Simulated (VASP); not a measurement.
Input of a VASP 6.6.1 run:

File INCAR:

```
ALGO = Normal ; EDIFF = 1E-8
ENCUT = 520 ; GGA = CA
ISIF = 2 ; ISMEAR = -1
LASPH = True ; LCHARG = False
LEFG = True ; LREAL = False
LWAVE = False ; NBANDS = 20
NELM = 80 ; PREC = Accurate
SIGMA = 0.03
```

File KPOINTS:

```
k-points
0
Gamma
  13 13 13
```

POSCAR

```
TaRu
1.0
    3.2289390200      0.0000000000      0.0000000000
    0.0000000000      3.2289390200      0.0000000000
    0.0000000000      0.0000000000      3.2289390200
Ta Ru
1 1
Direct
    0.5000000000      0.5000000000      0.5000000000
    0.0000000000      0.0000000000      0.0000000000
```

Potentials or basis: VASP PAW LDA potentials, release 64 (Ta_pv, Ru_pv).

Launch:

```console
$ cat potpaw_LDA.64/Ta_pv/POTCAR potpaw_LDA.64/Ru_pv/POTCAR > POTCAR
$ mpirun -np 1 vasp_std > vasp.out
```

Predict the band gap on the k mesh.

zero (an odd number of electrons rules out a gap without spin polarisation).

Predict the pressure.

-23.2 GPa.

Caveat: the cell stands under tension; spin-orbit coupling is left out, which moves the levels of the heavy elements.
